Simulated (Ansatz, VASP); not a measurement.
**MgSnO4: VASP beside Ansatz**

```xyz
6
Lattice="0.0000 3.2634 3.2634 3.2634 0.0000 3.2634 3.2634 3.2634 0.0000" Properties=species:S:1:pos:R:3 pbc="T T T"
Mg    0.0000    0.0000    0.0000
Sn    1.6317    1.6317    1.6317
O     2.4555    2.4555    4.0712
O     2.4555    4.0712    2.4555
O     4.0712    2.4555    2.4555
O     4.0712    4.0712    4.0712
```

Change from the starting cell: species swapped into the ZrNbCo4 type (F-43m, No. 216).

Alike in both runs: functional PBE; k mesh 10 × 10 × 10; occupations gaussian, width 0.1 eV; no spin polarisation.

Ansatz relaxed the structure, and its values are those at the end. VASP's run is a single point on that final structure, the one shown.

|  | VASP | Ansatz |
| --- | --- | --- |
| version | VASP 6.6.1 | Ansatz 0.2.0 |
| potentials or method | VASP PAW PBE potentials, release 64 (Mg, Sn_d, O), cutoff 520 eV | scalar-relativistic, plane waves, PAW |
| valence electrons in the cell | 40 | 48 |

```tsv
	VASP	Ansatz	Ansatz less VASP
gap on the k mesh at the Fermi level (eV)	none	none	-
pressure (GPa)	-0.3	0.0	+0.27
```

A gap of «none» marks a metal or a gap that the smearing closes. With one functional, cell and mesh, what is left measures potentials, basis and numerics. VASP's potentials hold 40 valence electrons a cell and Ansatz's 48, so a difference there can come from the potentials and not from the codes.
